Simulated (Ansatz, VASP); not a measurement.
# One calculation of HgTe, two programs

```
Hg Te
1.0
     2.84957   -2.85013    0.00000
     2.84957    2.85013    0.00000
     0.00000    0.00000    6.00867
Hg Te
2 2
Direct
  0.24982 0.75018 0.75000
  0.75018 0.24982 0.25000
  0.74987 0.25013 0.75000
  0.25013 0.74987 0.25000
```

Change from the starting cell: strain -0.050 along x and y, +0.000 along z, atoms carried along.

Alike in both runs: task single point; functional PBEsol; k mesh 12 × 12 × 8; occupations gaussian, width 0.15 eV; no spin polarisation.

|  | VASP | Ansatz |
| --- | --- | --- |
| version | VASP 6.6.1 | Ansatz 0.2.0 |
| potentials or method | VASP PAW PBE potentials, release 64 (Hg, Te), cutoff 520 eV | scalar-relativistic, plane waves, PAW |
| valence electrons in the cell | 36 | 72 |

|  | VASP | Ansatz | Ansatz less VASP |
| --- | --- | --- | --- |
| gap on the k mesh at the Fermi level (eV) | none | none | - |
| pressure (GPa) | 8.9 | 8.6 | -0.37 |
| traceless stress, the component that is largest in VASP (GPa) | -3.68 | -3.56 | +0.120 |

VASP's potentials were made for PBE, not for PBEsol. A gap of «none» marks a metal or a gap that the smearing closes. VASP's potentials hold 36 valence electrons a cell and Ansatz's 72, so a difference there can come from the potentials and not from the codes.

Spin-orbit coupling is off throughout.
